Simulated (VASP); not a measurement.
Write the native input for VASP 6.6.1 that does the following.

```
Task                   : single point
Functional             : PBE
Potentials or basis    : VASP PAW PBE potentials, release 64 (Zn, Se)
Cutoff                 : 520 eV
k mesh                 : 8 × 8 × 8
Occupations            : fermi-dirac, width 0.03 eV
Spin                   : no spin polarisation
Dipole correction      : no
Further INCAR settings : ALGO = Normal; EDIFF = 1e-07; NBANDS = 16
```

The structure of ZnSe lies in POSCAR:

```
ZnSe
1.0
    0.0000000000      2.8051738004      2.8051738004
    2.8051738004      0.0000000000      2.8051738004
    2.8051738004      2.8051738004      0.0000000000
Zn Se
1 1
Direct
    0.0000000000      0.0000000000      0.0000000000
    0.7500000000      0.7500000000      0.7500000000
```

This cell differs from its parent crystal: volume scaled by 0.97.

The input as run:

INCAR

```
SYSTEM = ZnSe
ALGO     = Normal         ! electronic algorithm
EDIFF    = 1E-7           ! SCF threshold, eV
ENCUT    = 520            ! plane-wave cutoff, eV
GGA      = PE             ! functional
ISIF     = 2              ! what is computed and relaxed
ISMEAR   = -1             ! smearing method
LASPH    = .True.         ! aspherical terms in the spheres
LCHARG   = .False.        ! write CHGCAR
LREAL    = .False.        ! projectors in reciprocal space
LWAVE    = .False.        ! write WAVECAR
NBANDS   = 16             ! bands
NELM     = 80             ! most SCF steps
PREC     = Accurate       ! precision mode
SIGMA    = 0.03           ! smearing width, eV
```

KPOINTS

```
k-points
0
Gamma
  8 8 8
  0 0 0
```

Potentials or basis: VASP PAW PBE potentials, release 64 (Zn, Se).

Launch:

```sh
$ cat potpaw_PBE.64/Zn/POTCAR potpaw_PBE.64/Se/POTCAR > POTCAR
$ mpirun -np 1 vasp_std > vasp.out
```

Results of the run:

* Pressure: 4.5 GPa
* Band gap on the k mesh: 1.41 eV, direct

Wall time 30 s on 1 thread of AMD EPYC 7R43 64-Core Processor (Zen 3), on a shared host, peak memory 0.14 GiB.
